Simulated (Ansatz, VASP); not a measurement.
## One calculation of ScSi4O, two programs

```
Sc Si O
1.0
     5.03883    0.00000    0.00000
     0.00000    5.03883    0.00000
     0.00000    0.00000    5.03883
Sc Si O
1 4 1
Cartesian
  0.0000 0.0000 0.0000
  1.4347 1.4347 1.4347
  1.4347 3.6041 3.6041
  3.6041 3.6041 1.4347
  3.6041 1.4347 3.6041
  2.5194 2.5194 2.5194
```

Change from the starting cell: species swapped into the H4BrN type (P-43m, No. 215).

Alike in both runs: functional PBE; k mesh 4 × 4 × 4; occupations gaussian, width 0.1 eV; no spin polarisation.

Ansatz relaxed the structure, and its values are those at the end. VASP's run is a single point on that final structure, the one shown.

|  | VASP | Ansatz |
| --- | --- | --- |
| version | VASP 6.6.1 | Ansatz 0.2.0 |
| potentials or method | VASP PAW PBE potentials, release 64 (Sc_sv, Si, O), cutoff 520 eV | scalar-relativistic, plane waves, PAW |
| valence electrons in the cell | 33 | 33 |

Ansatz gave:

- gap on the k mesh at the Fermi level (eV): none
- pressure (GPa): 0.1
- rms of the force components (eV/Å): 0.000

Q: What did VASP give for the same quantities?

A: gap on the k mesh at the Fermi level (eV): none; pressure (GPa): 0.1; rms of the force components (eV/Å): 0.005.

A gap of «none» marks a metal or a gap that the smearing closes. The functional is the same, so the differences come from potentials, cutoffs and numerics.
